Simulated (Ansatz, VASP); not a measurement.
# Sr3Al2As2: VASP beside Ansatz

Contents of INCAR:

```
PREC = Accurate ; ENCUT = 520
EDIFF = 1E-7 ; ISMEAR = 1
SIGMA = 0.15 ; LREAL = False
LASPH = True ; NELM = 100
ALGO = Normal ; ISIF = 2
LWAVE = False ; LCHARG = False
GGA = PE ; NBANDS = 32
```

KPOINTS

```
Automatic mesh
0
Gamma
  4 4 4
```

File POSCAR:

```
Sr3Al2As2
1.0
    0.0000000000      0.0000000000      4.8621300000
    4.3910620000      0.0000000000      0.0000000000
    2.1955310000      9.7336020000     -2.4310650000
Al As Sr
2 2 3
Direct
    0.3584000000      0.6416000000      0.7168000000
    0.6416000000      0.3584000000      0.2832000000
    0.4351000000      0.0649000000      0.8702000000
    0.5649000000      0.9351000000      0.1298000000
    0.0000000000      0.5000000000      0.0000000000
    0.1832000000      0.8168000000      0.3664000000
    0.8168000000      0.1832000000      0.6336000000
```

Input for Ansatz:

```yaml
crystal:
  lattice:
    - [0.0, 0.0, 4.86213]
    - [4.391062, 0.0, 0.0]
    - [2.195531, 9.733602, -2.431065]
  atoms:
    - { symbol: Al, position: [0.3584, 0.6416, 0.7168] }
    - { symbol: Al, position: [0.6416, 0.3584, 0.2832] }
    - { symbol: As, position: [0.4351, 0.0649, 0.8702] }
    - { symbol: As, position: [0.5649, 0.9351, 0.1298] }
    - { symbol: Sr, position: [0.0, 0.5, 0.0] }
    - { symbol: Sr, position: [0.1832, 0.8168, 0.3664] }
    - { symbol: Sr, position: [0.8168, 0.1832, 0.6336] }
  symmetry: { tolerance: 0.0003 }
kpoints:
  mp_grid: { grid: [4, 4, 4], shift: [0, 0, 0] }
magnetization:
  spin_polarized: false
scf:
  occupations: { method: cold, width: 0.15 }
hamiltonian:
  pseudopotentials: { kind: paw }
  xc: pbe
basis:
  ecutwfc: 420
output:
  forces: true
  stress: true
  eigenvalues: true
  write_density: true
  write_potential: true
  elf: true
  volumetric_format: npy
```

Alike in both runs: task single point; functional PBE; k mesh 4 × 4 × 4; no spin polarisation.

|  | VASP | Ansatz |
| --- | --- | --- |
| version | VASP 6.6.1 | Ansatz 0.2.0 |
| potentials or method | VASP PAW PBE potentials, release 64 (Al, As, Sr_sv), cutoff 520 eV | PAW plane waves |
| occupations | methfessel-paxton of order 1, width 0.15 eV | cold, width 0.15 eV |
| valence electrons in the cell | 46 | 66 |

VASP gave:

- gap on the k mesh at the Fermi level (eV): none
- pressure (GPa): -0.4
- traceless stress, the component that is largest in VASP (GPa): 0.95
- rms of the force components (eV/Å): 0.336

**Question.** Estimate Ansatz's values.

**Answer.** gap on the k mesh at the Fermi level (eV): none; pressure (GPa): -0.5; traceless stress, the component that is largest in VASP (GPa): 0.94; rms of the force components (eV/Å): 0.334.

Atom by atom the forces differ by 0.004 eV/Å (rms over components). A gap of «none» marks a metal or a gap that the smearing closes. VASP's potentials hold 46 valence electrons a cell and Ansatz's 66, so a difference there can come from the potentials and not from the codes.

The k mesh is coarse, so the values compare programs but aren't converged.
